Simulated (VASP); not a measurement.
# Ge (Fd-3m) in VASP: further runs

The runs below take Ge through single point, with PBE.

Program: VASP 6.6.1. These are calculated values, not measurements. Logs are shortened: lines on timing, memory, paths and dates and some standing lists are left out, and cuts for length are marked.

**Experimental background.**

From “Electronic and optical properties of SixGe1-x-ySny alloys lattice-matched to Ge”, 2021, arxiv:2109.02782, for a bulk crystal of Ge: band gap 0.807 eV (direct) at 300 K; band gap 0.666 eV (indirect) at 293 K.

The runs below are set against these values where they give the same quantity.

## 1. The cell of the first run

Symmetry: Fd-3m, No. 227, cubic system. The conventional cell has a = 5.761 Å, b = 5.761 Å, c = 5.761 Å, α = 90.00°, β = 90.00°, γ = 90.00°. Ge (site symmetry -43m) has 4 Ge at 2.49 Å within 3.3 Å.

## 2. Single point, PBE

INCAR reads:

```
SYSTEM = Ge
  ALGO = Normal
  EDIFF = 1E-6
  ENCUT = 520
  GGA = PE
  ISIF = 2
  ISMEAR = 0
  LASPH = .True.
  LCHARG = .True.
  LELF = .True.
  LREAL = .False.
  LVHAR = .True.
  LWAVE = .False.
  NBANDS = 21
  NELM = 60
  PREC = Accurate
  SIGMA = 0.1
```

KPOINTS reads:

```
k-points
0
Gamma
  14 14 14
  0 0 0
```

POSCAR reads:

```
Ge
1.0
    0.0000000000      2.8805347708      2.8805347708
    2.8805347708      0.0000000000      2.8805347708
    2.8805347708      2.8805347708      0.0000000000
Ge
2
Direct
    0.5000000000      0.5000000000      0.5000000000
    0.7500000000      0.7500000000      0.7500000000
```

Potentials or basis: VASP PAW PBE potentials, release 64 (Ge_d).

The run is started by

```
> cat potpaw_PBE.64/Ge_d/POTCAR > POTCAR
> mpirun -np 1 vasp_std > vasp.out
```

OUTCAR:

```text
SYSTEM = Ge
   EDIFF = 1E-6
   ENCUT = 520
   GGA = PE
   ISIF = 2
   ISMEAR = 0
   LASPH = .True.
   LREAL = .False.
   NELM = 60
   PREC = Accurate

 ion  position               nearest neighbor table
   1  0.500  0.500  0.500-   2 2.49   2 2.49   2 2.49   2 2.49
   2  0.750  0.750  0.750-   1 2.49   1 2.49   1 2.49   1 2.49

  LATTYP: Found a face centered cubic cell.
 ALAT       =     5.7610695416

  Lattice vectors:

 A1 = (   0.0000000000,   2.8805347708,   2.8805347708)
 A2 = (   2.8805347708,   0.0000000000,   2.8805347708)
 A3 = (   2.8805347708,   2.8805347708,   0.0000000000)

Analysis of symmetry for initial positions (statically):
=====================================================================
 Subroutine PRICEL returns:
 Original cell was already a primitive cell.

 Routine SETGRP: Setting up the symmetry group for a
 face centered cubic supercell.

 Subroutine GETGRP returns: Found 48 space group operations
 (whereof 24 operations were pure point group operations)
 out of a pool of 48 trial point group operations.

The static configuration has the point symmetry T_d .
 The point group associated with its full space group is O_h .

Analysis of symmetry for dynamics (positions and initial velocities):
=====================================================================
 Subroutine PRICEL returns:
 Original cell was already a primitive cell.

 Routine SETGRP: Setting up the symmetry group for a
 face centered cubic supercell.

 Subroutine GETGRP returns: Found 48 space group operations
 (whereof 24 operations were pure point group operations)
 out of a pool of 48 trial point group operations.

The dynamic configuration has the point symmetry T_d .
 The point group associated with its full space group is O_h .

 Subroutine INISYM returns: Found 48 space group operations
 (whereof 24 operations are pure point group operations),
 and found     1 'primitive' translations

----------------------------------------------------------------------------------------

                                     Primitive cell

  volume of cell :      47.8024

  direct lattice vectors                    reciprocal lattice vectors
     0.000000000  2.880534771  2.880534771    -0.173578880  0.173578880  0.173578880
     2.880534771  0.000000000  2.880534771     0.173578880 -0.173578880  0.173578880
     2.880534771  2.880534771  0.000000000     0.173578880  0.173578880 -0.173578880

  length of vectors
     4.073691340  4.073691340  4.073691340     0.300647440  0.300647440  0.300647440

  position of ions in fractional coordinates (direct lattice)
     0.500000000  0.500000000  0.500000000
     0.750000000  0.750000000  0.750000000

  ion indices of the primitive-cell ions
   primitive index   ion index
                 1           1
                 2           2

----------------------------------------------------------------------------------------

 KPOINTS: k-points

Automatic generation of k-mesh.
 Grid dimensions read from file:
 generate k-points for:   14   14   14

 Generating k-lattice:

  Cartesian coordinates                     Fractional coordinates (reciprocal lattice)
    -0.012398491  0.012398491  0.012398491     0.071428571  0.000000000  0.000000000
     0.012398491 -0.012398491  0.012398491     0.000000000  0.071428571  0.000000000
     0.012398491  0.012398491 -0.012398491     0.000000000  0.000000000  0.071428571

  Length of vectors
     0.021474817  0.021474817  0.021474817

  Shift w.r.t. Gamma in fractional coordinates (k-lattice)
     0.000000000  0.000000000  0.000000000

 Subroutine IBZKPT returns following result:
 ===========================================

 Found    104 irreducible k-points:

 Following reciprocal coordinates:
            Coordinates               Weight
  0.000000  0.000000  0.000000      1.000000
  0.071429  0.000000  0.000000      8.000000
  0.142857  0.000000  0.000000      8.000000
  0.214286  0.000000  0.000000      8.000000
  0.285714  0.000000  0.000000      8.000000
  0.357143  0.000000  0.000000      8.000000
[... 16 lines left out ...]
  0.214286  0.142857  0.000000     24.000000
  0.285714  0.142857  0.000000     24.000000
 [... further k-points ...]
   k-points           NKPTS =    104   k-points in BZ     NKDIM =    104   number of bands    NBANDS=     21
   number of dos      NEDOS =    301   number of ions     NIONS =      2
   total plane-waves  NPLWV =  27000
   dimension x,y,z NGX =    30 NGY =   30 NGZ =   30
   dimension x,y,z NGXF=    60 NGYF=   60 NGZF=   60
   ions per type =               2
   NGX,Y,Z   is equivalent  to a cutoff of  12.24, 12.24, 12.24 a.u.
   NGXF,Y,Z  is equivalent  to a cutoff of  24.49, 24.49, 24.49 a.u.
 SYSTEM =  Ge
   PREC   = accura    normal or accurate (medium, high low for compatibility)
   ISTART =      0    job   : 0-new  1-cont  2-samecut
   ICHARG =      2    charge: 1-file 2-atom 10-const
   ISPIN  =      1    spin polarized calculation?
   LNONCOLLINEAR =      F non collinear calculations
   LSORBIT =      F    spin-orbit coupling
   LASPH  =      T    aspherical Exc in radial PAW
   ENCUT  =  520.0 eV  38.22 Ry    6.18 a.u.   7.57  7.57  7.57*2*pi/ulx,y,z
   NELM   =     60;   NELMIN=  2; NELMDL= -5     # of ELM steps
   EDIFF  = 0.1E-05   stopping-criterion for ELM
   LREAL  =      F    real-space projection
   EDIFFG = 0.1E-04   stopping-criterion for IOM
   NSW    =      0    number of steps for IOM
   IBRION =     -1    ionic relax: 0-MD 1-quasi-New 2-CG
   NFREE  =      0    steps in history (QN), initial steepest desc. (CG)
   ISIF   =      2    stress and relaxation
   ISYM   =      2    0-nonsym 1-usesym 2-fastsym
   POTIM  = 0.5000    time-step for ionic-motion
   TEBEG  =    0.0;   TEEND  =   0.0 temperature during run
   PSTRESS=    0.0 pullay stress
   NELECT =      28.0000    total number of electrons
   NUPDOWN=      -1.0000    fix difference up-down
   EMIN   =  10.00;   EMAX   =-10.00  energy-range for DOS
   EFERMI =   0.00;   METHOD = LEGACY
   ISMEAR =     0;   SIGMA  =   0.10  broadening in eV -4-tet -1-fermi 0-gaus
   EFERMI_NEDOS =   21; number of points for ismear=-14 and -15
   IALGO  =     38    algorithm
   IMIX   =      4    mixing-type and parameters
     AMIX     =   0.40;   BMIX     =  1.00
     AMIX_MAG =   1.60;   BMIX_MAG =  1.00
  volume/ion in A,a.u.               =      23.90       161.29
  Fermi-wavevector in a.u.,A,eV,Ry     =   1.369760  2.588471 25.527818  1.876242
  Thomas-Fermi vector in A             =   2.495606
   LORBIT       =      0    0 simple, 1 ext, 2 COOP (PROOUT), +10 PAW based schemes
   GGA     = PE    functional components
   LHFCALC =     F    Hartree Fock is set to
   AEXX    =    0.0000 exact exchange contribution
   IVDW    =     0    specifies the selected vdW correction
   LEPSILON=     F    determine dielectric tensor
   LRPA    =     F    only Hartree local field effects (RPA)
 non-spin polarized calculation
 Gauss-broadening in eV      SIGMA  =   0.10
  energy-cutoff  :      520.00
  volume of cell :       47.80
 maximum number of plane-waves:      1308
   NGX = 15   NGY = 15   NGZ = 15

 number of electron      27.9999979 magnetization

 Free energy of the ion-electron system (eV)
  ---------------------------------------------------
  ext. energy  EPLUGINS =         0.00000000
  ---------------------------------------------------
  free energy    TOTEN  =        -9.03688850 eV

  energy without entropy =       -9.03647238  energy(sigma->0) =       -9.03668044

 E-fermi :   4.4692     XC(G=0):  -9.6703

 val. band max:        4.3639014627   @ k =  -0.0714   0.0714   0.0000
 cond. band min:       4.4774483211   @ k =   0.0000   0.0000   0.0000
 fundamental gap:      0.1135468584
 Fermi energy:         4.4692221329

 k-point     1 :       0.0000    0.0000    0.0000
  band No.  band energies     occupation
      1     -20.2684      2.00000
      2     -20.2684      2.00000
      3     -20.2684      2.00000
      4     -20.2362      2.00000
      5     -20.2362      2.00000
      6     -20.0532      2.00000
[... 13 lines left out ...]
     20      13.8164      0.00000
     21      13.8164      0.00000

 k-point     2 :       0.0714    0.0000    0.0000
  band No.  band energies     occupation
      1     -20.2711      2.00000
      2     -20.2711      2.00000
      3     -20.2676      2.00000
      4     -20.2325      2.00000
      5     -20.2325      2.00000
      6     -20.0585      2.00000
[... 13 lines left out ...]
     20      13.3877      0.00000
     21      13.3877      0.00000

 k-point     3 :       0.1429    0.0000    0.0000
  band No.  band energies     occupation
      1     -20.2767      2.00000
      2     -20.2767      2.00000
      3     -20.2655      2.00000
      4     -20.2244      2.00000
      5     -20.2244      2.00000
      6     -20.0665      2.00000
[... 13 lines left out ...]
     20      12.8672      0.00000
     21      12.8672      0.00000

 k-point     4 :       0.2143    0.0000    0.0000
  band No.  band energies     occupation
      1     -20.2819      2.00000
      2     -20.2819      2.00000
      3     -20.2624      2.00000
      4     -20.2156      2.00000
      5     -20.2156      2.00000
      6     -20.0738      2.00000
[... 13 lines left out ...]
     20      12.6637      0.00000
     21      12.6637      0.00000

 k-point     5 :       0.2857    0.0000    0.0000
  band No.  band energies     occupation
      1     -20.2858      2.00000
      2     -20.2858      2.00000
      3     -20.2589      2.00000
      4     -20.2083      2.00000
      5     -20.2083      2.00000
      6     -20.0794      2.00000
[... 13 lines left out ...]
     20      12.9055      0.00000
     21      12.9055      0.00000

 k-point     6 :       0.3571    0.0000    0.0000
  band No.  band energies     occupation
      1     -20.2882      2.00000
      2     -20.2882      2.00000
      3     -20.2557      2.00000
      4     -20.2034      2.00000
      5     -20.2034      2.00000
      6     -20.0830      2.00000
[... 13 lines left out ...]
     20      13.5903      0.00000
     21      13.5903      0.00000

 k-point     7 :       0.4286    0.0000    0.0000
  band No.  band energies     occupation
      1     -20.2894      2.00000
      2     -20.2894      2.00000
      3     -20.2534      2.00000
      4     -20.2007      2.00000
      5     -20.2007      2.00000
      6     -20.0847      2.00000
[... 13 lines left out ...]
     20      14.5920      0.00000
     21      14.5920      0.00000
[... 291 lines left out ...]
      1     -20.2821      2.00000
      2     -20.2771      2.00000
      3     -20.2645      2.00000
      4     -20.2224      2.00000
      5     -20.2157      2.00000
      6     -20.0770      2.00000
[... 13 lines left out ...]
     20      12.3366      0.00000
     21      13.0021      0.00000

 k-point    21 :      -0.0714    0.0714    0.0000
  band No.  band energies     occupation
      1     -20.2762      2.00000
      2     -20.2719      2.00000
      3     -20.2677      2.00000
      4     -20.2294      2.00000
      5     -20.2252      2.00000
      6     -20.0679      2.00000
[... 13 lines left out ...]
     20      12.7046      0.00000
     21      13.2426      0.00000

 k-point    22 :       0.1429    0.1429    0.0000
  band No.  band energies     occupation
      1     -20.2750      2.00000
      2     -20.2748      2.00000
      3     -20.2748      2.00000
      4     -20.2263      2.00000
      5     -20.2112      2.00000
      6     -20.0894      2.00000
[... 13 lines left out ...]
     20      12.2421      0.00000
     21      14.1532      0.00000

 k-point    23 :       0.2143    0.1429    0.0000
  band No.  band energies     occupation
      1     -20.2825      2.00000
      2     -20.2786      2.00000
      3     -20.2701      2.00000
      4     -20.2198      2.00000
      5     -20.2009      2.00000
      6     -20.1007      2.00000
[... 13 lines left out ...]
     20      12.9836      0.00000
     21      14.0889      0.00000

 k-point    24 :       0.2857    0.1429    0.0000
  band No.  band energies     occupation
      1     -20.2898      2.00000
      2     -20.2829      2.00000
      3     -20.2630      2.00000
      4     -20.2118      2.00000
      5     -20.1917      2.00000
      6     -20.1093      2.00000
[... 13 lines left out ...]
     20      13.5985      0.00000
     21      14.1265      0.00000

 [... further k-points ...]
[... 5 lines left out ...]
  --------------------------------------------------------------------------------------
  -------------------------------------------------------------------------------------
  Total       -0.0288034     -0.0288034     -0.0288034      0.0000000     -0.0000000     -0.0000000
  in kB       -0.9653960     -0.9653960     -0.9653960      0.0000000     -0.0000000     -0.0000000
  external PRESSURE =      -0.9653960 kB  Pullay stress =       0.0000000 kB

 VOLUME and BASIS-vectors are now :
 -----------------------------------------------------------------------------
  energy-cutoff  :      520.00
  volume of cell :       47.80
      direct lattice vectors                 reciprocal lattice vectors
     0.000000000  2.880534771  2.880534771    -0.173578880  0.173578880  0.173578880
     2.880534771  0.000000000  2.880534771     0.173578880 -0.173578880  0.173578880
     2.880534771  2.880534771  0.000000000     0.173578880  0.173578880 -0.173578880

 POSITION                                       TOTAL-FORCE (eV/Angst)
 -----------------------------------------------------------------------------------
      2.88053      2.88053      2.88053         0.000000      0.000000      0.000000
      4.32080      4.32080      4.32080        -0.000000     -0.000000     -0.000000
 -----------------------------------------------------------------------------------
    total drift:                                0.000000     -0.000000     -0.000000

  FREE ENERGIE OF THE ION-ELECTRON SYSTEM (eV)
  ---------------------------------------------------
  free  energy   TOTEN  =        -9.0368885004 eV

  energy  without entropy=       -9.0364723763  energy(sigma->0) =       -9.03668044
```

Run time: 54 s. Hardware: 1 thread of Intel Xeon Platinum 8559C (Emerald Rapids), shared host; peak memory 0.22 GiB.

What came out:

- Free energy: -9.0369 eV
- Pressure: -0.1 GPa
- Band gap on the k mesh: zero (filled and empty bands touch)

## 3. Single point, PBE

This run uses another cell than the first one: it holds 4 atoms, not 2.

INCAR reads:

```
PREC = Accurate
ENCUT = 520
EDIFF = 1E-6
ISMEAR = 0
SIGMA = 0.15
LREAL = False
LASPH = True
NELM = 80
ALGO = Normal
ISIF = 2
LWAVE = False
LCHARG = True
GGA = PE
LELF = True
LVHAR = True
NBANDS = 36
```

KPOINTS reads:

```
regular mesh
0
Gamma
  8 8 6
```

POSCAR reads:

```
Ge
1.0
    0.0000000000     -2.8805347708     -2.8805347708
    0.0000000000      2.8805347708     -2.8805347708
    5.7610695416      0.0000000000      0.0000000000
Ge
4
Direct
    0.5000000000      0.5000000000      0.0000000000
    0.0000000000      0.0000000000      0.5000000000
    0.0000000000      0.5000000000      0.2500000000
    0.5000000000      0.0000000000      0.7500000000
```

Potentials or basis: VASP PAW PBE potentials, release 64 (Ge_d).

The run is started by

```
> cat potpaw_PBE.64/Ge_d/POTCAR > POTCAR
> mpirun -np 1 vasp_std > vasp.out
```

OUTCAR:

```text
PREC = Accurate
   ENCUT = 520
   EDIFF = 1E-6
   ISMEAR = 0
   LREAL = False
   LASPH = True
   NELM = 80
   ISIF = 2
   GGA = PE

 ion  position               nearest neighbor table
   1  0.500  0.500  0.000-   3 2.49   4 2.49   4 2.49   3 2.49
   2  0.000  0.000  0.500-   3 2.49   4 2.49   3 2.49   4 2.49
   3  0.000  0.500  0.250-   1 2.49   2 2.49   2 2.49   1 2.49
   4  0.500  0.000  0.750-   1 2.49   2 2.49   1 2.49   2 2.49

  LATTYP: Found a simple tetragonal cell.
 ALAT       =     4.0736913398
 C/A-ratio  =     1.4142135624

  Lattice vectors:

 A1 = (   0.0000000000,  -2.8805347708,  -2.8805347708)
 A2 = (   0.0000000000,   2.8805347708,  -2.8805347708)
 A3 = (   5.7610695416,   0.0000000000,   0.0000000000)

Analysis of symmetry for initial positions (statically):
=====================================================================
 Subroutine PRICEL returns following result:

  LATTYP: Found a face centered cubic cell.
 ALAT       =     5.7610695416

  Lattice vectors:
[... 179 lines left out ...]

 Free energy of the ion-electron system (eV)
  ---------------------------------------------------
  ext. energy  EPLUGINS =         0.00000000
  ---------------------------------------------------
  free energy    TOTEN  =       -18.06832484 eV

  energy without entropy =      -18.06604785  energy(sigma->0) =      -18.06718635

 E-fermi :   4.4684     XC(G=0):  -9.6701

 val. band max:        4.3915294255   @ k =   0.1250   0.0000   0.0000
 cond. band min:       4.4776321974   @ k =   0.0000   0.0000   0.0000
 fundamental gap:      0.0861027719
 Fermi energy:         4.4684094410

 k-point     1 :       0.0000    0.0000    0.0000
  band No.  band energies     occupation
      1     -20.2977      2.00000
      2     -20.2977      2.00000
      3     -20.2679      2.00000
      4     -20.2679      2.00000
      5     -20.2671      2.00000
      6     -20.2360      2.00000
[... 925 lines left out ...]
     35      10.3031      0.00000
     36      10.3031      0.00000

 [... further k-points ...]
[... 5 lines left out ...]
  --------------------------------------------------------------------------------------
  -------------------------------------------------------------------------------------
  Total       -0.0511380      0.0187067      0.0187067      0.0000000      0.0000000     -0.0000000
  in kB       -0.8569890      0.3134931      0.3134931      0.0000000      0.0000000     -0.0000000
  external PRESSURE =      -0.0766676 kB  Pullay stress =       0.0000000 kB

 VOLUME and BASIS-vectors are now :
 -----------------------------------------------------------------------------
  energy-cutoff  :      520.00
  volume of cell :       95.60
      direct lattice vectors                 reciprocal lattice vectors
     0.000000000 -2.880534771 -2.880534771     0.000000000 -0.173578880 -0.173578880
     0.000000000  2.880534771 -2.880534771     0.000000000  0.173578880 -0.173578880
     5.761069542  0.000000000  0.000000000     0.173578880  0.000000000  0.000000000

 POSITION                                       TOTAL-FORCE (eV/Angst)
 -----------------------------------------------------------------------------------
      0.00000      0.00000     -2.88053        -0.000000     -0.000000     -0.000000
      2.88053      0.00000      0.00000         0.000000     -0.000000     -0.000000
      1.44027      1.44027     -1.44027        -0.000000      0.000000      0.000000
      4.32080     -1.44027     -1.44027        -0.000000      0.000000      0.000000
 -----------------------------------------------------------------------------------
    total drift:                                0.000000      0.000000     -0.000000

  FREE ENERGIE OF THE ION-ELECTRON SYSTEM (eV)
  ---------------------------------------------------
  free  energy   TOTEN  =       -18.0683248445 eV

  energy  without entropy=      -18.0660478544  energy(sigma->0) =      -18.06718635
```

stdout:

```text
POSCAR found type information on POSCAR Ge
 POSCAR found :  1 types and       4 ions
 scaLAPACK will be used
 LDA part: xc-table for (Slater+PW92), standard interpolation
 POSCAR, INCAR and KPOINTS ok, starting setup
 FFT: planning ... GRIDC
 FFT: planning ... GRID_SOFT
 FFT: planning ... GRID
 WAVECAR not read
 entering main loop
```

It took 99 s on 1 thread of Intel Xeon Platinum 8559C (Emerald Rapids), shared host; peak memory 0.28 GiB.

Results:

* Free energy: -18.0683 eV
* Pressure: 0.0 GPa
* Band gap on the k mesh: zero (filled and empty bands touch)

Levels at points of the mesh, in eV from the Fermi level:
```tsv
k point	band 26	band 27	band 28	band 29	band 30	band 31
(0.00, 0.00, 0.00)	-0.44	0.01	0.01	0.01	0.83	0.83
(0.50, 0.00, 0.00)	-3.61	-1.40	-1.40	1.86	1.86	4.68
(0.50, 0.50, 0.00)	-2.88	-2.88	-2.88	0.83	0.83	0.83
(0.00, 0.00, 0.50)	-1.90	-1.90	-1.90	1.07	1.07	2.61
(0.50, 0.00, 0.50)	-1.31	-1.31	-1.31	0.03	0.03	3.73
(0.50, 0.50, 0.50)	-3.64	-3.64	-3.64	4.12	4.12	4.12
```

[end of part 1 of 2]
